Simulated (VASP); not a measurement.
# MgGaCu3Se4 (P-43m) in VASP: single point with PBE

Aim: the single point of MgGaCu3Se4 with PBE.

Program: VASP 6.6.1. These are calculated values, not measurements. Logs are shortened: lines on timing, memory, paths and dates and some standing lists are left out, and cuts for length are marked.

### 1 The cell of the first run

The structure is cubic, space group P-43m (No. 215). The conventional cell has a = 5.829 Å, b = 5.829 Å, c = 5.829 Å, α = 90.00°, β = 90.00°, γ = 90.00°. Mg (site symmetry -43m) has 4 Se at 2.58 Å within 3.4 Å. Within 3.3 Å of Ga (site symmetry -43m) lie 4 Se at 2.47 Å and 6 Cu at 2.91 Å. Within 3.3 Å of Cu (site symmetry -42m) lie 4 Se at 2.51 Å and 2 Ga at 2.91 Å. Within 3.3 Å of Se (site symmetry 3m) lie 1 Ga at 2.47 Å and 3 Cu at 2.51 Å and 1 Mg at 2.58 Å.

### 2 Single point, PBE

INCAR

```
SYSTEM = MgGaCu3Se4
  PREC = Accurate
  ENCUT = 520
  EDIFF = 1E-7
  ISMEAR = -1
  SIGMA = 0.1
  LREAL = .False.
  LASPH = .True.
  NELM = 80
  ALGO = Normal
  ISIF = 2
  LWAVE = .False.
  LCHARG = .False.
  GGA = PE
  NBANDS = 46
```

KPOINTS

```
regular mesh
0
Gamma
  3 3 3
  0 0 0
```

POSCAR

```
MgGaCu3Se4
1.0
    5.8285410000      0.0000000000      0.0000000000
    0.0000000000      5.8285410000      0.0000000000
    0.0000000000      0.0000000000      5.8285410000
Mg Ga Cu Se
1 1 3 4
Direct
    0.5000000000      0.5000000000      0.5000000000
    0.0000000000      0.0000000000      0.0000000000
    0.0000000000      0.5000000000      0.0000000000
    0.0000000000      0.0000000000      0.5000000000
    0.5000000000      0.0000000000      0.0000000000
    0.2448510000      0.2448510000      0.2448510000
    0.7551490000      0.7551490000      0.2448510000
    0.2448510000      0.7551490000      0.7551490000
    0.7551490000      0.2448510000      0.7551490000
```

Potentials or basis: VASP PAW PBE potentials, release 64 (Mg, Ga_d, Cu, Se).

Command:

```
$ cat potpaw_PBE.64/Mg/POTCAR potpaw_PBE.64/Ga_d/POTCAR potpaw_PBE.64/Cu/POTCAR potpaw_PBE.64/Se/POTCAR > POTCAR
$ mpirun -np 1 vasp_std > vasp.out
```

OUTCAR:

```text
SYSTEM = MgGaCu3Se4
   PREC = Accurate
   ENCUT = 520
   EDIFF = 1E-7
   ISMEAR = -1
   LREAL = .False.
   LASPH = .True.
   NELM = 80
   ISIF = 2
   GGA = PE

 ion  position               nearest neighbor table
   1  0.500  0.500  0.500-   6 2.58   7 2.58   8 2.58   9 2.58
   2  0.000  0.000  0.000-   6 2.47   7 2.47   8 2.47   9 2.47
   3  0.000  0.500  0.000-   6 2.51   7 2.51   8 2.51   9 2.51
   4  0.000  0.000  0.500-   6 2.51   7 2.51   8 2.51   9 2.51
   5  0.500  0.000  0.000-   6 2.51   7 2.51   8 2.51   9 2.51
   6  0.245  0.245  0.245-   2 2.47   3 2.51   4 2.51   5 2.51   1 2.58
   7  0.755  0.755  0.245-   2 2.47   3 2.51   4 2.51   5 2.51   1 2.58
   8  0.245  0.755  0.755-   2 2.47   3 2.51   4 2.51   5 2.51   1 2.58
   9  0.755  0.245  0.755-   2 2.47   3 2.51   4 2.51   5 2.51   1 2.58

  LATTYP: Found a simple cubic cell.
 ALAT       =     5.8285410000

  Lattice vectors:

 A1 = (   5.8285410000,   0.0000000000,   0.0000000000)
 A2 = (   0.0000000000,   5.8285410000,   0.0000000000)
 A3 = (   0.0000000000,   0.0000000000,   5.8285410000)

Analysis of symmetry for initial positions (statically):
=====================================================================
 Subroutine PRICEL returns:
 Original cell was already a primitive cell.

 Routine SETGRP: Setting up the symmetry group for a
 simple cubic supercell.

 Subroutine GETGRP returns: Found 24 space group operations
 (whereof 24 operations were pure point group operations)
 out of a pool of 48 trial point group operations.

The static configuration has the point symmetry T_d .

Analysis of symmetry for dynamics (positions and initial velocities):
=====================================================================
 Subroutine PRICEL returns:
 Original cell was already a primitive cell.

 Routine SETGRP: Setting up the symmetry group for a
 simple cubic supercell.

 Subroutine GETGRP returns: Found 24 space group operations
 (whereof 24 operations were pure point group operations)
 out of a pool of 48 trial point group operations.

The dynamic configuration has the point symmetry T_d .

 Subroutine INISYM returns: Found 24 space group operations
 (whereof 24 operations are pure point group operations),
 and found     1 'primitive' translations

----------------------------------------------------------------------------------------
[... 91 lines left out ...]
   NFREE  =      0    steps in history (QN), initial steepest desc. (CG)
   ISIF   =      2    stress and relaxation
   ISYM   =      2    0-nonsym 1-usesym 2-fastsym
   POTIM  = 0.5000    time-step for ionic-motion
   TEBEG  =    0.0;   TEEND  =   0.0 temperature during run
   PSTRESS=    0.0 pullay stress
   NELECT =      72.0000    total number of electrons
   NUPDOWN=      -1.0000    fix difference up-down
   EMIN   =  10.00;   EMAX   =-10.00  energy-range for DOS
   EFERMI =   0.00;   METHOD = LEGACY
   ISMEAR =    -1;   SIGMA  =   0.10  broadening in eV -4-tet -1-fermi 0-gaus
   EFERMI_NEDOS =   21; number of points for ismear=-14 and -15
   IALGO  =     38    algorithm
   IMIX   =      4    mixing-type and parameters
     AMIX     =   0.40;   BMIX     =  1.00
     AMIX_MAG =   1.60;   BMIX_MAG =  1.00
  volume/ion in A,a.u.               =      22.00       148.47
  Fermi-wavevector in a.u.,A,eV,Ry     =   1.168492  2.208130 18.577040  1.365374
  Thomas-Fermi vector in A             =   2.304978
   LORBIT       =      0    0 simple, 1 ext, 2 COOP (PROOUT), +10 PAW based schemes
   GGA     = PE    functional components
   LHFCALC =     F    Hartree Fock is set to
   AEXX    =    0.0000 exact exchange contribution
   IVDW    =     0    specifies the selected vdW correction
   LEPSILON=     F    determine dielectric tensor
   LRPA    =     F    only Hartree local field effects (RPA)
 non-spin polarized calculation
  energy-cutoff  :      520.00
  volume of cell :      198.01
 maximum number of plane-waves:      5377
 NGX is ok and might be reduce to    48
   NGX = 21   NGY = 21   NGZ = 21

 number of electron      71.9999972 magnetization

 Free energy of the ion-electron system (eV)
  ---------------------------------------------------
  ext. energy  EPLUGINS =         0.00000000
  ---------------------------------------------------
  free energy    TOTEN  =       -32.46879449 eV

  energy without entropy =      -32.37258239  energy(sigma->0) =      -32.42068844

 E-fermi :   3.5210     XC(G=0):  -9.3343

 val. band max:        3.2717187718   @ k =   0.3333   0.3333   0.0000
 cond. band min:       3.5659872385   @ k =   0.0000   0.0000   0.0000
 fundamental gap:      0.2942684667
 Fermi energy:         3.5209524744

 k-point     1 :       0.0000    0.0000    0.0000
  band No.  band energies     occupation
      1     -12.3482      2.00000
      2     -12.3482      2.00000
      3     -12.3482      2.00000
      4     -12.2546      2.00000
      5     -12.2546      2.00000
      6     -10.6521      2.00000
[... 185 lines left out ...]
     45       8.7845      0.00000
     46       8.7893      0.00000

------------------------ aborting loop because EDIFF is reached ----------------------------------------

  FORCE on cell =-STRESS in cart. coord.  units (eV):
  Direction    XX          YY          ZZ          XY          YZ          ZX
  --------------------------------------------------------------------------------------
  -------------------------------------------------------------------------------------
  Total        0.3073440      0.3073440      0.3073440      0.0000000      0.0000000      0.0000000
  in kB        2.4868852      2.4868852      2.4868852      0.0000000      0.0000000      0.0000000
  external PRESSURE =       2.4868852 kB  Pullay stress =       0.0000000 kB

 VOLUME and BASIS-vectors are now :
 -----------------------------------------------------------------------------
  energy-cutoff  :      520.00
  volume of cell :      198.01
      direct lattice vectors                 reciprocal lattice vectors
     5.828541000  0.000000000  0.000000000     0.171569523  0.000000000  0.000000000
     0.000000000  5.828541000  0.000000000     0.000000000  0.171569523  0.000000000
     0.000000000  0.000000000  5.828541000     0.000000000  0.000000000  0.171569523

 POSITION                                       TOTAL-FORCE (eV/Angst)
 -----------------------------------------------------------------------------------
      2.91427      2.91427      2.91427        -0.000000      0.000000      0.000000
      0.00000      0.00000      0.00000        -0.000000      0.000000      0.000000
      0.00000      2.91427      0.00000        -0.000000      0.000000      0.000000
      0.00000      0.00000      2.91427        -0.000000      0.000000      0.000000
      2.91427      0.00000      0.00000        -0.000000      0.000000      0.000000
      1.42712      1.42712      1.42712         0.012311      0.012311      0.012311
      4.40142      4.40142      1.42712        -0.012311     -0.012311      0.012311
      1.42712      4.40142      4.40142         0.012311     -0.012311     -0.012311
      4.40142      1.42712      4.40142        -0.012311      0.012311     -0.012311
 -----------------------------------------------------------------------------------
    total drift:                                0.000000      0.000000      0.000000

  FREE ENERGIE OF THE ION-ELECTRON SYSTEM (eV)
  ---------------------------------------------------
  free  energy   TOTEN  =       -32.4687944891 eV

  energy  without entropy=      -32.3725823902  energy(sigma->0) =      -32.42068844
```

stdout:

```text
POSCAR found type information on POSCAR MgGaCuSe
 POSCAR found :  4 types and       9 ions
 scaLAPACK will be used
 LDA part: xc-table for (Slater+PW92), standard interpolation
 POSCAR, INCAR and KPOINTS ok, starting setup
 FFT: planning ... GRIDC
 FFT: planning ... GRID_SOFT
 FFT: planning ... GRID
 WAVECAR not read
 entering main loop
```

Run time: 2.6 min. Hardware: 1 thread of AMD EPYC 7R13, shared host; peak memory 0.32 GiB.

Results:

- Free energy: -32.4688 eV
- Pressure: 0.2 GPa
- Largest force: 0.021 eV/Å
- Band gap on the k mesh: zero (filled and empty bands touch)

Forces in eV/Å, atoms in the order of the input:
```
Mg   0.000  0.000  0.000
Ga   0.000  0.000  0.000
Cu   0.000  0.000  0.000
Cu   0.000  0.000  0.000
Cu   0.000  0.000  0.000
Se   0.012  0.012  0.012
Se  -0.012 -0.012  0.012
Se   0.012 -0.012 -0.012
Se  -0.012  0.012 -0.012
```

Levels at points of the mesh, in eV from the Fermi level:
| k point | band 34 | band 35 | band 36 | band 37 | band 38 | band 39 |
| --- | --- | --- | --- | --- | --- | --- |
| (0.00, 0.00, 0.00) | -0.83 | 0.05 | 0.05 | 0.05 | 1.44 | 1.96 |
